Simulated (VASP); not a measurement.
A run of VASP 6.6.1 is set up as follows.

INCAR

```
SYSTEM = Ni
ALGO     = Normal         ! electronic algorithm
EDIFF    = 1E-6           ! SCF threshold, eV
ENCUT    = 600            ! plane-wave cutoff, eV
GGA_COMPAT= .FALSE.      
ISIF     = 2              ! what is computed and relaxed
ISMEAR   = -1             ! smearing method
LASPH    = .TRUE.         ! aspherical terms in the spheres
LCHARG   = .FALSE.        ! write CHGCAR
LREAL    = .FALSE.        ! projectors in reciprocal space
LWAVE    = .FALSE.        ! write WAVECAR
NBANDS   = 11             ! bands
NELM     = 120            ! most SCF steps
PREC     = Accurate       ! precision mode
SIGMA    = 0.1            ! smearing width, eV
```

Contents of KPOINTS:

```
k-points
0
G
  15 15 15
  0 0 0
```

Contents of POSCAR:

```
Ni
1.0
    0.0000000000      1.7725500000      1.7725500000
    1.7725500000      0.0000000000      1.7725500000
    1.7725500000      1.7725500000      0.0000000000
Ni
1
Direct
    0.0000000000      0.0000000000      0.0000000000
```

Potentials or basis: VASP PAW LDA potentials, release 64 (Ni).

Command:

```sh
$ cat potpaw_LDA.64/Ni/POTCAR > POTCAR
$ mpirun -np 1 vasp_std > vasp.out
```

Task: Predict the band gap on the k mesh.

Result: Zero (band 5 reaches 8.68 eV, above the bottom of band 6 at 7.78 eV).

Task: Estimate the pressure.

Result: -21.0 GPa.

Caveat: the run has no spin polarisation, though such a crystal can be magnetic. Spin polarisation is off, so any magnetic state and its effect on volume and gap are missing.
